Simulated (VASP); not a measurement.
# Cd (R-3m) in VASP: relaxation of cell and atoms with PBEsol

Aim: the relaxation of cell and atoms of Cd with PBEsol.

All numbers are computed with VASP 6.6.1; they aren't measurements. Logs are shortened: lines on timing, memory, paths and dates and some standing lists are left out, and cuts for length are marked.

## (1) The cell of the first run

It takes space group R-3m (No. 166, trigonal). The conventional cell has a = 4.551 Å, b = 4.551 Å, c = 3.793 Å, α = 90.00°, β = 90.00°, γ = 120.00°. Within 3.8 Å of Cd (site symmetry -3m) lie 14 Cd at 2.92 to 3.79 Å.

## (2) Relaxation of cell and atoms, PBEsol

Input file INCAR:

```
SYSTEM = Cd
  ALGO = Fast
  EDIFF = 1E-7
  EDIFFG = -0.01
  ENCUT = 600
  GGA = PS
  IBRION = 2
  ISIF = 3
  ISMEAR = 0
  LASPH = .TRUE.
  LCHARG = .FALSE.
  LREAL = .FALSE.
  LWAVE = .FALSE.
  NELM = 100
  NSW = 100
  PREC = Accurate
  SIGMA = 0.1
```

Input file KPOINTS:

```
k-points
0
G
  21 21 21
  0 0 0
```

Input file POSCAR:

```
Cd
1.0
    2.2754759731      1.3137466656      1.2644318480
   -2.2754759731      1.3137466656      1.2644318480
    0.0000000000     -2.6274933312      1.2644318480
Cd
1
Direct
    0.5000000000      0.5000000000      0.5000000000
```

Potentials or basis: VASP PAW PBE potentials, release 64 (Cd).

Launch:

```console
cat potpaw_PBE.64/Cd/POTCAR > POTCAR
mpirun -np 1 vasp_std > vasp.out
```

OUTCAR:

```text
SYSTEM = Cd
   EDIFF = 1E-7
   EDIFFG = -0.01
   ENCUT = 600
   GGA = PS
   IBRION = 2
   ISIF = 3
   ISMEAR = 0
   LASPH = .TRUE.
   LREAL = .FALSE.
   NELM = 100
   NSW = 100
   PREC = Accurate

 ion  position               nearest neighbor table
   1  0.500  0.500  0.500-

  LATTYP: Found a trigonal (rhomboedric) cell.
 ALAT       =     2.9159062234
 COS(alpha) =    -0.2179442188

  Lattice vectors:

 A1 = (   2.2754759731,   1.3137466656,   1.2644318480)
 A2 = (  -2.2754759731,   1.3137466656,   1.2644318480)
 A3 = (   0.0000000000,  -2.6274933312,   1.2644318480)

Analysis of symmetry for initial positions (statically):
=====================================================================
 Subroutine PRICEL returns:
 Original cell was already a primitive cell.

 Routine SETGRP: Setting up the symmetry group for a
 trigonal (rhombohedral) supercell.

 Subroutine GETGRP returns: Found 12 space group operations
 (whereof 12 operations were pure point group operations)
 out of a pool of 12 trial point group operations.

The static configuration has the point symmetry D_3d.

Analysis of symmetry for dynamics (positions and initial velocities):
=====================================================================
 Subroutine PRICEL returns:
 Original cell was already a primitive cell.

 Routine SETGRP: Setting up the symmetry group for a
 trigonal (rhombohedral) supercell.

 Subroutine GETGRP returns: Found 12 space group operations
 (whereof 12 operations were pure point group operations)
 out of a pool of 12 trial point group operations.

The dynamic configuration has the point symmetry D_3d.

 Subroutine INISYM returns: Found 12 space group operations
 (whereof 12 operations are pure point group operations),
 and found     1 'primitive' translations

----------------------------------------------------------------------------------------

                                     Primitive cell

  volume of cell :      22.6793

  direct lattice vectors                    reciprocal lattice vectors
     2.275475973  1.313746666  1.264431848     0.219734247  0.126863627  0.263623013
    -2.275475973  1.313746666  1.264431848    -0.219734247  0.126863627  0.263623013
     0.000000000 -2.627493331  1.264431848     0.000000000 -0.253727254  0.263623013

  length of vectors
     2.915906223  2.915906223  2.915906223     0.365888797  0.365888797  0.365888797

  position of ions in fractional coordinates (direct lattice)
     0.500000000  0.500000000  0.500000000

  ion indices of the primitive-cell ions
   primitive index   ion index
                 1           1

----------------------------------------------------------------------------------------

 KPOINTS: k-points

Automatic generation of k-mesh.
 Grid dimensions read from file:
 generate k-points for:   21   21   21

 Generating k-lattice:

  Cartesian coordinates                     Fractional coordinates (reciprocal lattice)
     0.010463536  0.006041125  0.012553477     0.047619048  0.000000000  0.000000000
    -0.010463536  0.006041125  0.012553477     0.000000000  0.047619048  0.000000000
     0.000000000 -0.012082250  0.012553477     0.000000000  0.000000000  0.047619048

  Length of vectors
     0.017423276  0.017423276  0.017423276

  Shift w.r.t. Gamma in fractional coordinates (k-lattice)
     0.000000000  0.000000000  0.000000000

 Subroutine IBZKPT returns following result:
 ===========================================

 Found    891 irreducible k-points:

 Following reciprocal coordinates:
            Coordinates               Weight
  0.000000  0.000000  0.000000      1.000000
  0.047619  0.000000  0.000000      6.000000
  0.095238  0.000000  0.000000      6.000000
  0.142857  0.000000  0.000000      6.000000
  0.190476  0.000000  0.000000      6.000000
  0.238095  0.000000  0.000000      6.000000
[... 16 lines left out ...]
 -0.428571  0.047619 -0.000000     12.000000
 -0.380952  0.047619 -0.000000     12.000000
 [... further k-points ...]
   k-points           NKPTS =    891   k-points in BZ     NKDIM =    891   number of bands    NBANDS=     10
   number of dos      NEDOS =    301   number of ions     NIONS =      1
   total plane-waves  NPLWV =  13824
   dimension x,y,z NGX =    24 NGY =   24 NGZ =   24
   dimension x,y,z NGXF=    48 NGYF=   48 NGZF=   48
   ions per type =               1
   NGX,Y,Z   is equivalent  to a cutoff of  13.68, 13.68, 13.68 a.u.
   NGXF,Y,Z  is equivalent  to a cutoff of  27.37, 27.37, 27.37 a.u.
 SYSTEM =  Cd
   PREC   = accura    normal or accurate (medium, high low for compatibility)
   ISTART =      0    job   : 0-new  1-cont  2-samecut
   ICHARG =      2    charge: 1-file 2-atom 10-const
   ISPIN  =      1    spin polarized calculation?
   LNONCOLLINEAR =      F non collinear calculations
   LSORBIT =      F    spin-orbit coupling
   LASPH  =      T    aspherical Exc in radial PAW
   ENCUT  =  600.0 eV  44.10 Ry    6.64 a.u.   5.82  5.82  5.82*2*pi/ulx,y,z
   NELM   =    100;   NELMIN=  2; NELMDL= -5     # of ELM steps
   EDIFF  = 0.1E-06   stopping-criterion for ELM
   LREAL  =      F    real-space projection
   EDIFFG = -.1E-01   stopping-criterion for IOM
   NSW    =    100    number of steps for IOM
   IBRION =      2    ionic relax: 0-MD 1-quasi-New 2-CG
   NFREE  =      1    steps in history (QN), initial steepest desc. (CG)
   ISIF   =      3    stress and relaxation
   ISYM   =      2    0-nonsym 1-usesym 2-fastsym
   POTIM  = 0.5000    time-step for ionic-motion
   TEBEG  =    0.0;   TEEND  =   0.0 temperature during run
   PSTRESS=    0.0 pullay stress
   NELECT =      12.0000    total number of electrons
   NUPDOWN=      -1.0000    fix difference up-down
   EMIN   =  10.00;   EMAX   =-10.00  energy-range for DOS
   EFERMI =   0.00;   METHOD = LEGACY
   ISMEAR =     0;   SIGMA  =   0.10  broadening in eV -4-tet -1-fermi 0-gaus
   EFERMI_NEDOS =   21; number of points for ismear=-14 and -15
   IALGO  =     68    algorithm
   IMIX   =      4    mixing-type and parameters
     AMIX     =   0.40;   BMIX     =  1.00
     AMIX_MAG =   1.60;   BMIX_MAG =  1.00
  volume/ion in A,a.u.               =      22.68       153.05
  Fermi-wavevector in a.u.,A,eV,Ry     =   1.324113  2.502211 23.854759  1.753275
  Thomas-Fermi vector in A             =   2.453672
   LORBIT       =      0    0 simple, 1 ext, 2 COOP (PROOUT), +10 PAW based schemes
   GGA     = PS    functional components
   LHFCALC =     F    Hartree Fock is set to
   AEXX    =    0.0000 exact exchange contribution
   IVDW    =     0    specifies the selected vdW correction
   LEPSILON=     F    determine dielectric tensor
   LRPA    =     F    only Hartree local field effects (RPA)
 conjugate gradient relaxation of ions
 non-spin polarized calculation
 RMM-DIIS sequential band-by-band and
 Gauss-broadening in eV      SIGMA  =   0.10
  energy-cutoff  :      600.00
  volume of cell :       22.68
 maximum number of plane-waves:       774
   NGX = 11   NGY = 11   NGZ = 11

--------------------------------------- Ionic step        1  -------------------------------------------

 number of electron      11.9999994 magnetization

 Free energy of the ion-electron system (eV)
  ---------------------------------------------------
  ext. energy  EPLUGINS =         0.00000000
  ---------------------------------------------------
  free energy    TOTEN  =        -1.09333560 eV

  energy without entropy =       -1.09134772  energy(sigma->0) =       -1.09234166

------------------------ aborting loop because EDIFF is reached ----------------------------------------

  FORCE on cell =-STRESS in cart. coord.  units (eV):
  Direction    XX          YY          ZZ          XY          YZ          ZX
  --------------------------------------------------------------------------------------
  -------------------------------------------------------------------------------------
  Total        0.2098424      0.2098424     -0.2934457      0.0000000      0.0000000      0.0000000
  in kB       14.8242680     14.8242680    -20.7304018      0.0000000      0.0000000      0.0000000
  external PRESSURE =       2.9727114 kB  Pullay stress =       0.0000000 kB
[... 86 lines left out ...]
  FREE ENERGIE OF THE ION-ELECTRON SYSTEM (eV)
  ---------------------------------------------------
  free  energy   TOTEN  =        -1.1108685109 eV

  energy  without entropy=       -1.1090687027  energy(sigma->0) =       -1.10996861

[... ionic steps 4 to 13 ...]

--------------------------------------- Ionic step       14  -------------------------------------------

 number of electron      11.9999998 magnetization

------------------------ aborting loop because EDIFF is reached ----------------------------------------

  FORCE on cell =-STRESS in cart. coord.  units (eV):
  Direction    XX          YY          ZZ          XY          YZ          ZX
  --------------------------------------------------------------------------------------
  -------------------------------------------------------------------------------------
  Total        0.0062035      0.0062035      0.0149707      0.0000000      0.0000000      0.0000000
  in kB        0.4611326      0.4611326      1.1128308      0.0000000      0.0000000      0.0000000
  external PRESSURE =       0.6783653 kB  Pullay stress =       0.0000000 kB
[... 55 lines left out ...]
  energy  without entropy=       -1.1289140992  energy(sigma->0) =       -1.12967322

--------------------------------------- Ionic step       16  -------------------------------------------

 number of electron      11.9999998 magnetization

 Free energy of the ion-electron system (eV)
  ---------------------------------------------------
  ext. energy  EPLUGINS =         0.00000000
  ---------------------------------------------------
  free energy    TOTEN  =        -1.13044394 eV

  energy without entropy =       -1.12893185  energy(sigma->0) =       -1.12968789

 E-fermi :   2.8091     XC(G=0): -11.2161

 val. band max:        2.8057177681   @ k =  -0.4762  -0.4762   0.0476
 cond. band min:       2.8140793856   @ k =   0.4286   0.0000   0.0000
 fundamental gap:      0.0083616175
 Fermi energy:         2.8091446507

 k-point     1 :       0.0000    0.0000    0.0000
  band No.  band energies     occupation
      1      -6.6876      2.00000
      2      -6.6876      2.00000
      3      -6.2925      2.00000
      4      -6.0257      2.00000
      5      -5.7462      2.00000
      6      -5.7462      2.00000
      7      16.8492      0.00000
      8      16.8492      0.00000
      9      17.3407      0.00000
     10      20.5686      0.00000
[... 287 lines left out ...]
 k-point    24 :      -0.3810    0.0476   -0.0000
  band No.  band energies     occupation
      1      -6.8733      2.00000
      2      -6.8298      2.00000
      3      -5.7905      2.00000
      4      -5.7444      2.00000
      5      -5.6161      2.00000
      6      -2.4552      2.00000
      7       4.9134      0.00000
      8      13.5374      0.00000
      9      13.9612      0.00000
     10      17.5172      0.00000

 [... further k-points ...]

------------------------ aborting loop because EDIFF is reached ----------------------------------------

  FORCE on cell =-STRESS in cart. coord.  units (eV):
  Direction    XX          YY          ZZ          XY          YZ          ZX
  --------------------------------------------------------------------------------------
  -------------------------------------------------------------------------------------
  Total        0.0006751      0.0006751      0.0005334      0.0000000      0.0000000      0.0000000
  in kB        0.0501068      0.0501068      0.0395924      0.0000000      0.0000000      0.0000000
  external PRESSURE =       0.0466020 kB  Pullay stress =       0.0000000 kB
[... 16 lines left out ...]
  FREE ENERGIE OF THE ION-ELECTRON SYSTEM (eV)
  ---------------------------------------------------
  free  energy   TOTEN  =        -1.1304439393 eV

  energy  without entropy=       -1.1289318498  energy(sigma->0) =       -1.12968789

 reached required accuracy - stopping structural energy minimisation
```

Run time: 14 min. Hardware: 1 thread of AMD EPYC 9R45 (Zen 5), shared host; peak memory 0.36 GiB.

Results:

| Property | Result |
| --- | --- |
| Free energy | -1.1304 eV |
| Relaxed volume | 21.59 Å³/atom |
| Relaxed cell | a = 2.959 Å, b = 2.959 Å, c = 2.959 Å, α = 107.00°, β = 107.00°, γ = 107.00° |
| Space group after relaxing (to 0.1 Å) | R-3m (No. 166) |
| Energy gained by relaxing | 37.1 meV/atom |
| Ionic steps | 16 |
| Pressure after relaxing | 0.0 GPa |
| Band gap on the k mesh | zero (bands 6 and 7 overlap by 4.67 eV) |

The path:
```
step  energy change (eV)  largest force (eV/Å)  pressure (GPa)  volume (Å³)
   1              0.0000                0.0000            0.30        22.68
   2             -0.0076                0.0000           -0.42        22.81
   3             -0.0175                0.0000           -1.71        23.07
   4             -0.0153                0.0000           -3.43        23.45
   5             -0.0211                0.0000           -2.59        23.24
   6             -0.0247                0.0000           -2.41        23.05
   7             -0.0297                0.0000           -2.08        22.68
   8             -0.0351                0.0000           -0.88        21.91
   9             -0.0360                0.0000           -0.62        21.81
  10             -0.0369                0.0000           -0.18        21.65
  11             -0.0361                0.0000            0.86        21.32
  12             -0.0371                0.0000            0.03        21.56
  13             -0.0371                0.0000            0.11        21.54
  14             -0.0371                0.0000            0.07        21.55
  15             -0.0371                0.0000            0.06        21.56
  16             -0.0371                0.0000            0.00        21.59
```

Final structure:
```
CELL_PARAMETERS angstrom
2.37900 1.37352 1.10097
-2.37900 1.37352 1.10097
0.00000 -2.74704 1.10097
ATOMIC_POSITIONS crystal
Cd 0.50000 0.50000 0.50000
```

Caveat: the PAW data sets were made with another functional, which shifts forces and pressure a little.
